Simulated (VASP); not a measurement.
# TiCo3 (Pm-3m) in VASP: notebook

Runs on TiCo3. Level: PBEsol. Tasks: single point.

Everything below comes from runs of VASP 6.6.1. Logs are shortened: lines on timing, memory, paths and dates and some standing lists are left out, and cuts for length are marked.

**1. The cell of the first run**

It takes space group Pm-3m (No. 221, cubic). Conventional cell: a = 3.614 Å, b = 3.614 Å, c = 3.614 Å, α = 90.00°, β = 90.00°, γ = 90.00°. Within 3.4 Å of Ti (site symmetry m-3m) lie 12 Co at 2.56 Å. Co (site symmetry 4/mmm) has 4 Ti at 2.56 Å and 8 Co at 2.56 Å within 3.4 Å.

**2. Single point, PBEsol, collinear spin, ferrimagnetic start**

File INCAR:

```
SYSTEM = TiCo3
  PREC = Accurate
  ENCUT = 520
  EDIFF = 1E-7
  ISMEAR = 0
  SIGMA = 0.1
  LREAL = .FALSE.
  LASPH = .TRUE.
  NELM = 150
  ALGO = Fast
  ISIF = 2
  LWAVE = .FALSE.
  LCHARG = .FALSE.
  ISPIN = 2
  MAGMOM = -0.42 1.21 1.21 1.21
  LORBIT = 11
  LMAXMIX = 4
  GGA = PS
  NBANDS = 32
```

File KPOINTS:

```
Automatic mesh
0
G
  10 10 10
  0 0 0
```

File POSCAR:

```
TiCo3
1.0
    3.6140000000      0.0000000000      0.0000000000
    0.0000000000      3.6140000000      0.0000000000
    0.0000000000      0.0000000000      3.6140000000
Ti Co
1 3
Direct
    0.0000000000      0.0000000000      0.0000000000
    0.0000000000      0.5000000000      0.5000000000
    0.5000000000      0.0000000000      0.5000000000
    0.5000000000      0.5000000000      0.0000000000
```

Potentials or basis: VASP PAW PBE potentials, release 64 (Ti_sv, Co).

Started as:

```console
$ cat potpaw_PBE.64/Ti_sv/POTCAR potpaw_PBE.64/Co/POTCAR > POTCAR
$ mpirun -np 1 vasp_std > vasp.out
```

OUTCAR:

```text
SYSTEM = TiCo3
   PREC = Accurate
   ENCUT = 520
   EDIFF = 1E-7
   ISMEAR = 0
   LREAL = .FALSE.
   LASPH = .TRUE.
   NELM = 150
   ISIF = 2
   ISPIN = 2
   LORBIT = 11
   GGA = PS

 ion  position               nearest neighbor table
   1  0.000  0.000  0.000-   2 2.56   3 2.56   4 2.56   2 2.56   3 2.56   2 2.56   4 2.56   2 2.56
                             3 2.56   4 2.56   3 2.56   4 2.56
   2  0.000  0.500  0.500-   1 2.56   3 2.56   4 2.56   1 2.56   4 2.56   1 2.56   3 2.56   1 2.56
                             3 2.56   4 2.56   4 2.56   3 2.56
   3  0.500  0.000  0.500-   1 2.56   2 2.56   4 2.56   1 2.56   4 2.56   2 2.56   4 2.56   4 2.56
                             1 2.56   2 2.56   1 2.56   2 2.56
   4  0.500  0.500  0.000-   1 2.56   2 2.56   3 2.56   2 2.56   3 2.56   1 2.56   3 2.56   3 2.56
                             1 2.56   2 2.56   2 2.56   1 2.56

  LATTYP: Found a simple cubic cell.
 ALAT       =     3.6140000000

  Lattice vectors:

 A1 = (   3.6140000000,   0.0000000000,   0.0000000000)
 A2 = (   0.0000000000,   3.6140000000,   0.0000000000)
 A3 = (   0.0000000000,   0.0000000000,   3.6140000000)

Analysis of symmetry for initial positions (statically):
=====================================================================
 Subroutine PRICEL returns:
 Original cell was already a primitive cell.

 Routine SETGRP: Setting up the symmetry group for a
 simple cubic supercell.

 Subroutine GETGRP returns: Found 48 space group operations
 (whereof 48 operations were pure point group operations)
 out of a pool of 48 trial point group operations.

The static configuration has the point symmetry O_h .

Analysis of symmetry for dynamics (positions and initial velocities):
=====================================================================
 Subroutine PRICEL returns:
 Original cell was already a primitive cell.

 Routine SETGRP: Setting up the symmetry group for a
 simple cubic supercell.

 Subroutine GETGRP returns: Found 48 space group operations
 (whereof 48 operations were pure point group operations)
 out of a pool of 48 trial point group operations.

The dynamic configuration has the point symmetry O_h .

Analysis of structural, dynamic, and magnetic symmetry:
=====================================================================
 Subroutine PRICEL returns:
 Original cell was already a primitive cell.

 Routine SETGRP: Setting up the symmetry group for a
 simple cubic supercell.

 Subroutine GETGRP returns: Found 48 space group operations
 (whereof 48 operations were pure point group operations)
 out of a pool of 48 trial point group operations.

The overall configuration has the point symmetry O_h .

 Subroutine INISYM returns: Found 48 space group operations
 (whereof 48 operations are pure point group operations),
 and found     1 'primitive' translations

----------------------------------------------------------------------------------------

                                     Primitive cell

  volume of cell :      47.2024

  direct lattice vectors                    reciprocal lattice vectors
     3.614000000  0.000000000  0.000000000     0.276701716  0.000000000  0.000000000
     0.000000000  3.614000000  0.000000000     0.000000000  0.276701716  0.000000000
     0.000000000  0.000000000  3.614000000     0.000000000  0.000000000  0.276701716

  length of vectors
     3.614000000  3.614000000  3.614000000     0.276701716  0.276701716  0.276701716

  position of ions in fractional coordinates (direct lattice)
     0.000000000  0.000000000  0.000000000
     0.000000000  0.500000000  0.500000000
     0.500000000  0.000000000  0.500000000
     0.500000000  0.500000000  0.000000000

  ion indices of the primitive-cell ions
   primitive index   ion index
                 1           1
                 2           2
                 3           3
                 4           4

----------------------------------------------------------------------------------------

 KPOINTS: Automatic mesh

Automatic generation of k-mesh.
 Grid dimensions read from file:
 generate k-points for:   10   10   10

 Generating k-lattice:

  Cartesian coordinates                     Fractional coordinates (reciprocal lattice)
     0.027670172  0.000000000  0.000000000     0.100000000  0.000000000  0.000000000
     0.000000000  0.027670172  0.000000000     0.000000000  0.100000000  0.000000000
     0.000000000  0.000000000  0.027670172     0.000000000  0.000000000  0.100000000

  Length of vectors
     0.027670172  0.027670172  0.027670172

  Shift w.r.t. Gamma in fractional coordinates (k-lattice)
     0.000000000  0.000000000  0.000000000

 Subroutine IBZKPT returns following result:
 ===========================================

 Found     56 irreducible k-points:

 Following reciprocal coordinates:
            Coordinates               Weight
  0.000000  0.000000  0.000000      1.000000
  0.100000  0.000000  0.000000      6.000000
  0.200000  0.000000  0.000000      6.000000
  0.300000  0.000000  0.000000      6.000000
  0.400000  0.000000  0.000000      6.000000
  0.500000  0.000000  0.000000      3.000000
[... 16 lines left out ...]
  0.200000  0.100000  0.100000     24.000000
  0.300000  0.100000  0.100000     24.000000
 [... further k-points ...]
   k-points           NKPTS =     56   k-points in BZ     NKDIM =     56   number of bands    NBANDS=     32
   number of dos      NEDOS =    301   number of ions     NIONS =      4
   total plane-waves  NPLWV =  21952
   dimension x,y,z NGX =    28 NGY =   28 NGZ =   28
   dimension x,y,z NGXF=    56 NGYF=   56 NGZF=   56
   ions per type =               1   3
   NGX,Y,Z   is equivalent  to a cutoff of  12.88, 12.88, 12.88 a.u.
   NGXF,Y,Z  is equivalent  to a cutoff of  25.76, 25.76, 25.76 a.u.
 SYSTEM =  TiCo3
   PREC   = accura    normal or accurate (medium, high low for compatibility)
   ISTART =      0    job   : 0-new  1-cont  2-samecut
   ICHARG =      2    charge: 1-file 2-atom 10-const
   ISPIN  =      2    spin polarized calculation?
   LNONCOLLINEAR =      F non collinear calculations
   LSORBIT =      F    spin-orbit coupling
   LASPH  =      T    aspherical Exc in radial PAW
   ENCUT  =  520.0 eV  38.22 Ry    6.18 a.u.   6.72  6.72  6.72*2*pi/ulx,y,z
   NELM   =    150;   NELMIN=  2; NELMDL= -5     # of ELM steps
   EDIFF  = 0.1E-06   stopping-criterion for ELM
   LREAL  =      F    real-space projection
   EDIFFG = 0.1E-05   stopping-criterion for IOM
   NSW    =      0    number of steps for IOM
   IBRION =     -1    ionic relax: 0-MD 1-quasi-New 2-CG
   NFREE  =      0    steps in history (QN), initial steepest desc. (CG)
   ISIF   =      2    stress and relaxation
   ISYM   =      2    0-nonsym 1-usesym 2-fastsym
   POTIM  = 0.5000    time-step for ionic-motion
   TEBEG  =    0.0;   TEEND  =   0.0 temperature during run
   PSTRESS=    0.0 pullay stress
   NELECT =      39.0000    total number of electrons
   NUPDOWN=      -1.0000    fix difference up-down
   EMIN   =  10.00;   EMAX   =-10.00  energy-range for DOS
   EFERMI =   0.00;   METHOD = LEGACY
   ISMEAR =     0;   SIGMA  =   0.10  broadening in eV -4-tet -1-fermi 0-gaus
   EFERMI_NEDOS =   21; number of points for ismear=-14 and -15
   IALGO  =     68    algorithm
   IMIX   =      4    mixing-type and parameters
     AMIX     =   0.40;   BMIX     =  1.00
     AMIX_MAG =   1.60;   BMIX_MAG =  1.00
  volume/ion in A,a.u.               =      11.80        79.63
  Fermi-wavevector in a.u.,A,eV,Ry     =   1.536178  2.902956 32.107613  2.359843
  Thomas-Fermi vector in A             =   2.642863
   LORBIT       =     11    0 simple, 1 ext, 2 COOP (PROOUT), +10 PAW based schemes
   GGA     = PS    functional components
   LHFCALC =     F    Hartree Fock is set to
   AEXX    =    0.0000 exact exchange contribution
   IVDW    =     0    specifies the selected vdW correction
   LEPSILON=     F    determine dielectric tensor
   LRPA    =     F    only Hartree local field effects (RPA)
 spin polarized calculation
 RMM-DIIS sequential band-by-band and
 Gauss-broadening in eV      SIGMA  =   0.10
  energy-cutoff  :      520.00
  volume of cell :       47.20
 maximum number of plane-waves:      1328
 NGX is ok and might be reduce to    28
   NGX = 13   NGY = 13   NGZ = 13

 number of electron      39.0000031 magnetization       0.0006694

 number of electron      39.0000031 magnetization      -0.0002325

 Free energy of the ion-electron system (eV)
  ---------------------------------------------------
  ext. energy  EPLUGINS =         0.00000000
  ---------------------------------------------------
  free energy    TOTEN  =       -32.54620217 eV

  energy without entropy =      -32.51671960  energy(sigma->0) =      -32.53146088

 E-fermi :   9.6535     XC(G=0): -13.2543

 val. band max:        9.6394457016   @ k =   0.2000   0.0000   0.0000
 cond. band min:       9.6589277024   @ k =   0.5000   0.1000   0.0000
 fundamental gap:      0.0194820008
 Fermi energy:         9.6534750930

 spin component 1

 k-point     1 :       0.0000    0.0000    0.0000
  band No.  band energies     occupation
      1     -46.6207      1.00000
      2     -22.9660      1.00000
      3     -22.9660      1.00000
      4     -22.9660      1.00000
      5       1.8158      1.00000
      6       5.5773      1.00000
[... 23 lines left out ...]
     30      20.8516      0.00000
     31      20.9190      0.00000

 k-point     2 :       0.1000    0.0000    0.0000
  band No.  band energies     occupation
      1     -46.6204      1.00000
      2     -22.9714      1.00000
      3     -22.9661      1.00000
      4     -22.9661      1.00000
      5       1.9473      1.00000
      6       5.6260      1.00000
[... 23 lines left out ...]
     30      20.8491      0.00000
     31      21.5267      0.00000

 k-point     3 :       0.2000    0.0000    0.0000
  band No.  band energies     occupation
      1     -46.6194      1.00000
      2     -22.9856      1.00000
      3     -22.9666      1.00000
      4     -22.9666      1.00000
      5       2.3335      1.00000
      6       5.7188      1.00000
[... 703 lines left out ...]
     30      21.2916      0.00000
     31      21.5742      0.00000

 k-point    24 :       0.3000    0.1000    0.1000
  band No.  band energies     occupation
      1     -46.6176      1.00000
      2     -23.0021      1.00000
      3     -22.9727      1.00000
      4     -22.9709      1.00000
      5       3.1801      1.00000
      6       5.8663      1.00000
[... 23 lines left out ...]
     30      20.2618      0.00000
     31      21.5436      0.00000

 [... further k-points ...]

 spin component 2

 k-point     1 :       0.0000    0.0000    0.0000
  band No.  band energies     occupation
      1     -46.6208      1.00000
      2     -22.9660      1.00000
      3     -22.9660      1.00000
      4     -22.9660      1.00000
      5       1.8158      1.00000
      6       5.5772      1.00000
[... 23 lines left out ...]
     30      20.8516      0.00000
     31      20.9189      0.00000

 k-point     2 :       0.1000    0.0000    0.0000
  band No.  band energies     occupation
      1     -46.6204      1.00000
      2     -22.9714      1.00000
      3     -22.9661      1.00000
      4     -22.9661      1.00000
      5       1.9473      1.00000
      6       5.6260      1.00000
[... 23 lines left out ...]
     30      20.8490      0.00000
     31      21.5265      0.00000

 k-point     3 :       0.2000    0.0000    0.0000
  band No.  band energies     occupation
      1     -46.6194      1.00000
      2     -22.9856      1.00000
      3     -22.9666      1.00000
      4     -22.9666      1.00000
      5       2.3335      1.00000
      6       5.7187      1.00000
[... 703 lines left out ...]
     30      21.2940      0.00000
     31      21.5728      0.00000

 k-point    24 :       0.3000    0.1000    0.1000
  band No.  band energies     occupation
      1     -46.6176      1.00000
      2     -23.0021      1.00000
      3     -22.9727      1.00000
      4     -22.9709      1.00000
      5       3.1801      1.00000
      6       5.8662      1.00000
[... 23 lines left out ...]
     30      20.2618      0.00000
     31      21.5436      0.00000

 [... further k-points ...]

 [bands above 31 left out]

------------------------ aborting loop because EDIFF is reached ----------------------------------------

  FORCE on cell =-STRESS in cart. coord.  units (eV):
  Direction    XX          YY          ZZ          XY          YZ          ZX
  --------------------------------------------------------------------------------------
  -------------------------------------------------------------------------------------
  Total       -4.5588200     -4.5588200     -4.5588200     -0.0000000     -0.0000000      0.0000000
  in kB     -154.7385711   -154.7385711   -154.7385711     -0.0000000     -0.0000000      0.0000000
  external PRESSURE =    -154.7385711 kB  Pullay stress =       0.0000000 kB

 VOLUME and BASIS-vectors are now :
 -----------------------------------------------------------------------------
  energy-cutoff  :      520.00
  volume of cell :       47.20
      direct lattice vectors                 reciprocal lattice vectors
     3.614000000  0.000000000  0.000000000     0.276701716  0.000000000  0.000000000
     0.000000000  3.614000000  0.000000000     0.000000000  0.276701716  0.000000000
     0.000000000  0.000000000  3.614000000     0.000000000  0.000000000  0.276701716

 POSITION                                       TOTAL-FORCE (eV/Angst)
 -----------------------------------------------------------------------------------
      0.00000      0.00000      0.00000         0.000000      0.000000      0.000000
      0.00000      1.80700      1.80700         0.000000      0.000000      0.000000
      1.80700      0.00000      1.80700         0.000000      0.000000      0.000000
      1.80700      1.80700      0.00000         0.000000      0.000000      0.000000
 -----------------------------------------------------------------------------------
    total drift:                                0.000000      0.000000      0.000000

  FREE ENERGIE OF THE ION-ELECTRON SYSTEM (eV)
  ---------------------------------------------------
  free  energy   TOTEN  =       -32.5462021684 eV

  energy  without entropy=      -32.5167195976  energy(sigma->0) =      -32.53146088

 total charge

# of ion       s       p       d       tot
------------------------------------------
    1        2.261   6.185   1.914  10.361
    2        0.497   0.488   7.311   8.296
    3        0.497   0.488   7.311   8.296
    4        0.497   0.488   7.311   8.296
--------------------------------------------------
tot          3.753   7.648  23.847  35.248

 magnetization (x)

# of ion       s       p       d       tot
------------------------------------------
    1        0.000   0.000   0.000   0.000
    2        0.000   0.000  -0.000  -0.000
    3        0.000   0.000  -0.000  -0.000
    4        0.000   0.000  -0.000  -0.000
--------------------------------------------------
tot          0.000   0.000  -0.000  -0.000
```

Run time: 17 min. Hardware: 1 thread of Oxide Virtual Turin-like, shared host; peak memory 0.23 GiB.

Results:

| Property | Result |
| --- | --- |
| Free energy | -32.5462 eV |
| Pressure | -15.5 GPa |
| Net moment | 0.00 μB per cell |
| Valence electrons inside the program's atomic spheres | Ti 10.36; Co 8.30 |

Caveat: the PAW data sets were made with another functional, which shifts forces and pressure a little.

**3. Single point, PBEsol, collinear spin, ferrimagnetic start**

File INCAR:

```
SYSTEM = TiCo3
PREC = Accurate
ENCUT = 520
EDIFF = 1E-6
ISMEAR = 0
SIGMA = 0.1
LREAL = .FALSE.
LASPH = .TRUE.
NELM = 150
ALGO = Normal
ISIF = 2
LWAVE = .FALSE.
LCHARG = .FALSE.
ISPIN = 2
MAGMOM = -0.41 1.22 1.22 1.22
LORBIT = 11
LMAXMIX = 4
GGA = PS
NBANDS = 32
```

File KPOINTS:

```
Automatic mesh
0
G
  12 12 12
  0 0 0
```

POSCAR is that of step 2.

Potentials or basis: VASP PAW PBE potentials, release 64 (Ti_sv, Co).

Started as:

```console
$ cat potpaw_PBE.64/Ti_sv/POTCAR potpaw_PBE.64/Co/POTCAR > POTCAR
$ mpirun -np 1 vasp_std > vasp.out
```

It took 11 min on 1 thread of Oxide Virtual Turin-like, shared host; peak memory 0.27 GiB.

Results (log left out):

```yaml
Free_energy: -32.5451 eV
Pressure: -15.4 GPa
Net_moment: 0.00 μB per cell
Valence_electrons_inside_the_program's_atomic_spheres: Ti 10.36; Co 8.29
```

Levels at points of the mesh, in eV from the Fermi level:
Spin up:
| k point | band 18 | band 19 | band 20 | band 21 | band 22 | band 23 |
| --- | --- | --- | --- | --- | --- | --- |
| (0.00, 0.00, 0.00) | 0.66 | 0.66 | 0.66 | 2.46 | 2.46 | 3.25 |
| (0.50, 0.00, 0.00) | -0.52 | -0.45 | 0.11 | 0.67 | 1.19 | 1.19 |
| (0.50, 0.50, 0.00) | -0.72 | -0.72 | -0.33 | -0.32 | 1.67 | 1.67 |
| (0.50, 0.50, 0.50) | 0.47 | 0.47 | 0.47 | 0.79 | 0.79 | 0.79 |
Spin down:
| k point | band 16 | band 17 | band 18 | band 19 | band 20 | band 21 | band 22 | band 23 | band 24 | band 25 |
| --- | --- | --- | --- | --- | --- | --- | --- | --- | --- | --- |
| (0.00, 0.00, 0.00) | -0.04 | 0.45 | 0.67 | 0.67 | 0.67 | 2.46 | 2.46 | 3.25 | 3.25 | 3.25 |
| (0.50, 0.00, 0.00) | -0.65 | -0.52 | -0.52 | -0.45 | 0.11 | 0.67 | 1.19 | 1.19 | 1.88 | 2.39 |
| (0.50, 0.50, 0.00) | -1.15 | -0.81 | -0.72 | -0.72 | -0.33 | -0.32 | 1.67 | 1.67 | 2.06 | 2.06 |
| (0.50, 0.50, 0.50) | -0.87 | 0.05 | 0.47 | 0.47 | 0.47 | 0.79 | 0.79 | 0.79 | 2.10 | 2.10 |

Caveat: the PAW data sets were made with another functional, which shifts forces and pressure a little.
